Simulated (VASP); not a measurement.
**MnH5: single point with PBE**

The system is MnH5.

```xyz
6
Lattice="1.6629 0.9601 4.4976 -1.6629 0.9601 4.4976 0.0000 -1.9202 4.4976" Properties=species:S:1:pos:R:3 pbc="T T T"
Mn    0.0000    0.0000    6.7463
H     0.0000   -0.9601    2.2488
H     0.8315    0.4800    2.2488
H    -0.8315    0.4800    2.2488
H     0.0000    0.0000    3.7294
H     0.0000    0.0000    9.7632
```

The cell was generated, and may not be a known phase.

| Quantity | Value |
| --- | --- |
| Program | VASP 6.6.1 |
| Task | single point |
| Functional | PBE |
| Potentials or basis | VASP PAW PBE potentials, release 64 (Mn_pv, H) |
| Cutoff | 520 eV |
| k mesh | 6 × 6 × 6 |
| Occupations | gaussian, width 0.1 eV |
| Spin | collinear spin, ferromagnetic start |
| Starting moments | [4.0, 0.0, 0.0, 0.0, 0.0, 0.0] μB |

The pressure is -1.7 GPa, the largest force is 0.063 eV/Å and the net moment is 2.31 μB per cell. The site moments are Mn +2.78; H -0.06, -0.09 (each value once) μB and the valence electrons inside the program's atomic spheres are Mn 11.76; H 0.55, 0.39 (each value once).

Forces on the atoms (eV/Å):
```
Mn   0.000  0.000  0.000
H    0.000  0.000  0.000
H    0.000  0.000  0.000
H    0.000  0.000  0.000
H    0.000  0.000 -0.063
H    0.000  0.000  0.063
```

Stress tensor (GPa, compression positive):
```
 1.72  0.00  0.00
 0.00  1.72  0.00
 0.00  0.00 -8.53
```

Levels at points of the mesh, in eV from the Fermi level:
Spin up:
```csv
k point,band 6,band 7,band 8,band 9,band 10,band 11,band 12,band 13,band 14,band 15
"(0.00, 0.00, 0.00)",-4.50,-3.85,-1.99,-1.99,-1.75,1.16,7.06,7.06,7.57,11.52
"(0.50, 0.00, 0.00)",-3.54,-2.18,-2.10,-1.92,-0.98,0.98,1.68,1.77,4.13,7.88
"(0.50, 0.50, 0.00)",-3.48,-2.15,-1.96,-1.92,-0.70,-0.27,0.89,0.97,8.09,8.78
"(0.50, 0.50, 0.50)",-4.50,-4.50,-2.14,-1.97,-1.97,3.79,7.05,7.05,8.29,10.15
```
Spin down:
```csv
k point,band 6,band 7,band 8,band 9,band 10,band 11
"(0.00, 0.00, 0.00)",-3.31,-3.31,-2.18,1.04,1.04,2.75
"(0.50, 0.00, 0.00)",-2.68,0.36,0.37,0.73,0.78,0.82
"(0.50, 0.50, 0.00)",-2.44,-1.23,0.37,0.55,0.64,0.85
"(0.50, 0.50, 0.50)",-3.31,-3.31,-0.30,1.07,1.07,3.54
```

Run time: 42 s on 1 thread of Intel(R) Xeon(R) 6975P-C (Granite Rapids) (shared host), peak memory 0.25 GiB.

Caveat: the k points lie up to 0.37 Å⁻¹ apart.
